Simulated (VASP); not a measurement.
# BaTiO3 (P1) in VASP: single point with PBE

Aim: the single point of BaTiO3 with PBE.

All numbers are computed with VASP 6.6.1; they aren't measurements. Logs are shortened: lines on timing, memory, paths and dates and some standing lists are left out, and cuts for length are marked.

## 1. The cell of the first run

The typed cell holds 5 atoms: a = 3.710 Å, b = 4.185 Å, c = 3.896 Å, α = 89.35°, β = 84.41°, γ = 91.60°.

## 2. Single point, PBE

Contents of INCAR:

```
SYSTEM = BaTiO3
PREC = Accurate
ENCUT = 520
EDIFF = 1E-6
ISMEAR = -1
SIGMA = 0.05
LREAL = .FALSE.
LASPH = .TRUE.
NELM = 100
ALGO = Normal
ISIF = 2
LWAVE = .FALSE.
LCHARG = .FALSE.
GGA = PE
NBANDS = 28
```

Contents of KPOINTS:

```
Automatic mesh
0
G
  6 6 6
  0 0 0
```

Contents of POSCAR:

```
BaTiO3
1.0
    3.7046842267     -0.0534538714      0.1850707500
   -0.0582537891      4.1846759967      0.0252851300
    0.1856588582      0.0235410514      3.8917432000
Ba Ti O
1 1 3
Direct
    0.0000525862      0.9800211381      0.9988054676
    0.5017563842      0.4620874102      0.4946116759
    0.4974018379      0.5014119370      1.0019945509
    0.5002914184      1.0266445863      0.4994110680
    1.0004977833      0.5298349283      0.5051772277
```

Potentials or basis: VASP PAW PBE potentials, release 64 (Ba_sv, Ti_sv, O).

Run with:

```
> cat potpaw_PBE.64/Ba_sv/POTCAR potpaw_PBE.64/Ti_sv/POTCAR potpaw_PBE.64/O/POTCAR > POTCAR
> mpirun -np 1 vasp_std > vasp.out
```

OUTCAR:

```text
SYSTEM = BaTiO3
   PREC = Accurate
   ENCUT = 520
   EDIFF = 1E-6
   ISMEAR = -1
   LREAL = .FALSE.
   LASPH = .TRUE.
   NELM = 100
   ISIF = 2
   GGA = PE

 ion  position               nearest neighbor table
   1  0.000  0.980  0.999-   4 2.56   4 2.57   3 2.70   5 2.71   5 2.71   3 2.76   3 2.82   4 2.82
                             4 2.82   3 2.91   5 2.98   5 3.05   2 3.22   2 3.29   2 3.29   2 3.41
   2  0.502  0.462  0.495-   4 1.82   5 1.87   5 1.89   3 1.93   3 1.98   4 2.36   1 3.22   1 3.29
                             1 3.29   1 3.41   1 3.44   1 3.49   1 3.54   1 3.57
   3  0.497  0.501  0.002-   2 1.93   2 1.98   1 2.70   1 2.76   1 2.82   1 2.91
   4  0.500  0.027  0.499-   2 1.82   2 2.36   1 2.56   1 2.57   1 2.82   1 2.82
   5  0.000  0.530  0.505-   2 1.87   2 1.89   1 2.71   1 2.71   1 2.98   1 3.05

  LATTYP: Found a triclinic cell.
 ALAT       =     6.6997218283
 B/A-ratio  =     0.6246763574
 C/A-ratio  =     0.5815525490
 COS(alpha) =     0.0114126843
 COS(beta)  =     0.5347892121
 COS(gamma) =     0.6468208830

  Lattice vectors:

 A1 = (   3.5772791576,  -4.2616709195,  -3.7319575800)
 A2 = (   0.0582537891,  -4.1846759967,  -0.0252851300)
 A3 = (  -0.1856588582,  -0.0235410514,  -3.8917432000)

Analysis of symmetry for initial positions (statically):
=====================================================================
 Subroutine PRICEL returns:
 Original cell was already a primitive cell.

 Routine SETGRP: Setting up the symmetry group for a
 triclinic supercell.

 Subroutine GETGRP returns: Found  1 space group operations
 (whereof  1 operations were pure point group operations)
 out of a pool of  2 trial point group operations.

The static configuration has the point symmetry C_1 .

Analysis of symmetry for dynamics (positions and initial velocities):
=====================================================================
 Subroutine PRICEL returns:
 Original cell was already a primitive cell.

 Routine SETGRP: Setting up the symmetry group for a
 triclinic supercell.

 Subroutine GETGRP returns: Found  1 space group operations
 (whereof  1 operations were pure point group operations)
 out of a pool of  2 trial point group operations.

The dynamic configuration has the point symmetry C_1 .

 Subroutine INISYM returns: Found  1 space group operations
 (whereof  1 operations are pure point group operations),
 and found     1 'primitive' translations

----------------------------------------------------------------------------------------

                                     Primitive cell

  volume of cell :      60.1747

  direct lattice vectors                    reciprocal lattice vectors
     3.704684227 -0.053453871  0.185070750     0.270630149  0.003845523 -0.012933899
    -0.058253789  4.184675997  0.025285130     0.003529481  0.239026014 -0.001614239
     0.185658858  0.023541051  3.891743200    -0.012892672 -0.001735854  0.257579817

  length of vectors
     3.709689167  4.185157827  3.896240307     0.270966329  0.239057521  0.257908116

  position of ions in fractional coordinates (direct lattice)
     0.000052586  0.980021138  0.998805468
     0.501756384  0.462087410  0.494611676
     0.497401838  0.501411937  0.001994551
     0.500291418  0.026644586  0.499411068
     0.000497783  0.529834928  0.505177228

  ion indices of the primitive-cell ions
   primitive index   ion index
                 1           1
                 2           2
                 3           3
                 4           4
                 5           5

----------------------------------------------------------------------------------------

 KPOINTS: Automatic mesh

Automatic generation of k-mesh.
 Grid dimensions read from file:
 generate k-points for:    6    6    6

 Generating k-lattice:

  Cartesian coordinates                     Fractional coordinates (reciprocal lattice)
     0.045105025  0.000640920 -0.002155650     0.166666667  0.000000000  0.000000000
     0.000588247  0.039837669 -0.000269040     0.000000000  0.166666667 -0.000000000
    -0.002148779 -0.000289309  0.042929970    -0.000000000 -0.000000000  0.166666667

  Length of vectors
     0.045161055  0.039842920  0.042984686

  Shift w.r.t. Gamma in fractional coordinates (k-lattice)
     0.000000000  0.000000000  0.000000000

 Subroutine IBZKPT returns following result:
 ===========================================

 Found    112 irreducible k-points:

 Following reciprocal coordinates:
            Coordinates               Weight
  0.000000  0.000000  0.000000      1.000000
  0.166667  0.000000  0.000000      2.000000
  0.333333  0.000000  0.000000      2.000000
  0.500000 -0.000000  0.000000      1.000000
 -0.000000  0.166667  0.000000      2.000000
  0.166667  0.166667  0.000000      2.000000
[... 16 lines left out ...]
  0.333333  0.000000  0.166667      2.000000
  0.500000  0.000000  0.166667      2.000000
 [... further k-points ...]
   k-points           NKPTS =    112   k-points in BZ     NKDIM =    112   number of bands    NBANDS=     28
   number of dos      NEDOS =    301   number of ions     NIONS =      5
   total plane-waves  NPLWV =  26880
   dimension x,y,z NGX =    28 NGY =   32 NGZ =   30
   dimension x,y,z NGXF=    56 NGYF=   64 NGZF=   60
   ions per type =               1   1   3
   NGX,Y,Z   is equivalent  to a cutoff of  12.55, 12.71, 12.80 a.u.
   NGXF,Y,Z  is equivalent  to a cutoff of  25.10, 25.42, 25.60 a.u.
 SYSTEM =  BaTiO3
   PREC   = accura    normal or accurate (medium, high low for compatibility)
   ISTART =      0    job   : 0-new  1-cont  2-samecut
   ICHARG =      2    charge: 1-file 2-atom 10-const
   ISPIN  =      1    spin polarized calculation?
   LNONCOLLINEAR =      F non collinear calculations
   LSORBIT =      F    spin-orbit coupling
   LASPH  =      T    aspherical Exc in radial PAW
   ENCUT  =  520.0 eV  38.22 Ry    6.18 a.u.   6.90  7.78  7.24*2*pi/ulx,y,z
   NELM   =    100;   NELMIN=  2; NELMDL= -5     # of ELM steps
   EDIFF  = 0.1E-05   stopping-criterion for ELM
   LREAL  =      F    real-space projection
   EDIFFG = 0.1E-04   stopping-criterion for IOM
   NSW    =      0    number of steps for IOM
   IBRION =     -1    ionic relax: 0-MD 1-quasi-New 2-CG
   NFREE  =      0    steps in history (QN), initial steepest desc. (CG)
   ISIF   =      2    stress and relaxation
   ISYM   =      2    0-nonsym 1-usesym 2-fastsym
   POTIM  = 0.5000    time-step for ionic-motion
   TEBEG  =    0.0;   TEEND  =   0.0 temperature during run
   PSTRESS=    0.0 pullay stress
   NELECT =      40.0000    total number of electrons
   NUPDOWN=      -1.0000    fix difference up-down
   EMIN   =  10.00;   EMAX   =-10.00  energy-range for DOS
   EFERMI =   0.00;   METHOD = LEGACY
   ISMEAR =    -1;   SIGMA  =   0.05  broadening in eV -4-tet -1-fermi 0-gaus
   EFERMI_NEDOS =   21; number of points for ismear=-14 and -15
   IALGO  =     38    algorithm
   IMIX   =      4    mixing-type and parameters
     AMIX     =   0.40;   BMIX     =  1.00
     AMIX_MAG =   1.60;   BMIX_MAG =  1.00
  volume/ion in A,a.u.               =      12.03        81.22
  Fermi-wavevector in a.u.,A,eV,Ry     =   1.428752  2.699950 27.774010  2.041332
  Thomas-Fermi vector in A             =   2.548780
   LORBIT       =      0    0 simple, 1 ext, 2 COOP (PROOUT), +10 PAW based schemes
   GGA     = PE    functional components
   LHFCALC =     F    Hartree Fock is set to
   AEXX    =    0.0000 exact exchange contribution
   IVDW    =     0    specifies the selected vdW correction
   LEPSILON=     F    determine dielectric tensor
   LRPA    =     F    only Hartree local field effects (RPA)
 non-spin polarized calculation
  energy-cutoff  :      520.00
  volume of cell :       60.17
 maximum number of plane-waves:      1640
   NGX = 13   NGY = 15   NGZ = 15

 number of electron      39.9999998 magnetization

 Free energy of the ion-electron system (eV)
  ---------------------------------------------------
  ext. energy  EPLUGINS =         0.00000000
  ---------------------------------------------------
  free energy    TOTEN  =       -39.16800023 eV

  energy without entropy =      -39.16800023  energy(sigma->0) =      -39.16800023

 E-fermi :   5.6473     XC(G=0): -11.5678

 val. band max:        4.7683169927   @ k =   0.5000   0.5000   0.5000
 cond. band min:       6.4884430993   @ k =   0.0000   0.0000   0.0000
 fundamental gap:      1.7201261065
 Fermi energy:         5.6472875156

 k-point     1 :       0.0000    0.0000    0.0000
  band No.  band energies     occupation
      1     -51.7109      2.00000
      2     -28.0800      2.00000
      3     -28.0194      2.00000
      4     -27.9468      2.00000
      5     -20.4187      2.00000
      6     -12.8001      2.00000
[... 20 lines left out ...]
     27      10.2086      0.00000
     28      12.0534      0.00000

 k-point     2 :       0.1667    0.0000    0.0000
  band No.  band energies     occupation
      1     -51.7100      2.00000
      2     -28.0815      2.00000
      3     -28.0447      2.00000
      4     -27.9504      2.00000
      5     -20.3590      2.00000
      6     -12.7085      2.00000
[... 20 lines left out ...]
     27      10.7854      0.00000
     28      12.7187      0.00000

 k-point     3 :       0.3333    0.0000    0.0000
  band No.  band energies     occupation
      1     -51.7083      2.00000
      2     -28.1166      2.00000
      3     -28.0680      2.00000
      4     -27.9519      2.00000
      5     -20.2349      2.00000
      6     -12.8100      2.00000
[... 20 lines left out ...]
     27      11.9357      0.00000
     28      12.8998      0.00000

 k-point     4 :       0.5000   -0.0000    0.0000
  band No.  band energies     occupation
      1     -51.7074      2.00000
      2     -28.1460      2.00000
      3     -28.0684      2.00000
      4     -27.9516      2.00000
      5     -20.1701      2.00000
      6     -12.9454      2.00000
[... 578 lines left out ...]
     27      11.1039      0.00000
     28      13.1402      0.00000

 k-point    23 :       0.3333    0.0000    0.1667
  band No.  band energies     occupation
      1     -51.7079      2.00000
      2     -28.1150      2.00000
      3     -28.0673      2.00000
      4     -27.9707      2.00000
      5     -20.2162      2.00000
      6     -12.6530      2.00000
[... 20 lines left out ...]
     27      12.1438      0.00000
     28      13.2287      0.00000

 k-point    24 :       0.5000    0.0000    0.1667
  band No.  band energies     occupation
      1     -51.7070      2.00000
      2     -28.1446      2.00000
      3     -28.0676      2.00000
      4     -27.9705      2.00000
      5     -20.1476      2.00000
      6     -12.7970      2.00000
[... 20 lines left out ...]
     27      13.0926      0.00000
     28      13.2158      0.00000

 [... further k-points ...]
[... 5 lines left out ...]
  --------------------------------------------------------------------------------------
  -------------------------------------------------------------------------------------
  Total       12.5152429      5.3407260      8.7013894      1.2872345     -0.5016871     -5.5408522
  in kB      333.2237163    142.1991236    231.6782284     34.2731703    -13.3576332   -147.5275700
  external PRESSURE =     235.7003561 kB  Pullay stress =       0.0000000 kB

 VOLUME and BASIS-vectors are now :
 -----------------------------------------------------------------------------
  energy-cutoff  :      520.00
  volume of cell :       60.17
      direct lattice vectors                 reciprocal lattice vectors
     3.704684227 -0.053453871  0.185070750     0.270630149  0.003845523 -0.012933899
    -0.058253789  4.184675997  0.025285130     0.003529481  0.239026014 -0.001614239
     0.185658858  0.023541051  3.891743200    -0.012892672 -0.001735854  0.257579817

 POSITION                                       TOTAL-FORCE (eV/Angst)
 -----------------------------------------------------------------------------------
      0.12854      4.12458      3.91188         0.008362      0.056524     -0.000172
      1.92376      1.91851      2.02945        -0.011123      0.041309      0.012134
      1.81388      2.07171      0.11250        -0.007760     -0.024653     -0.011536
      1.94459      0.09651      2.03684         0.004244     -0.033152     -0.001926
      0.06477      2.22905      1.97951         0.006276     -0.040029      0.001501
 -----------------------------------------------------------------------------------
    total drift:                                0.000141      0.000201     -0.000155

  FREE ENERGIE OF THE ION-ELECTRON SYSTEM (eV)
  ---------------------------------------------------
  free  energy   TOTEN  =       -39.1680002342 eV

  energy  without entropy=      -39.1680002329  energy(sigma->0) =      -39.16800023
```

It took 91 s on 1 thread of Intel Xeon Platinum 8488C (Sapphire Rapids), shared host; peak memory 0.3 GiB.

Results:

```
Free energy            : -39.1680 eV
Pressure               : 23.6 GPa
Largest force          : 0.057 eV/Å
Band gap on the k mesh : 1.72 eV, indirect (least direct gap 2.01 eV)
```

Forces on the atoms (eV/Å):
```
Ba   0.008  0.057  0.000
Ti  -0.011  0.041  0.012
O   -0.008 -0.025 -0.012
O    0.004 -0.033 -0.002
O    0.006 -0.040  0.002
```

Stress tensor (GPa, compression positive):
```
 33.32   3.43 -14.75
  3.43  14.22  -1.34
-14.75  -1.34  23.17
```

Caveat: spin-orbit coupling is left out, which moves the levels of the heavy elements.
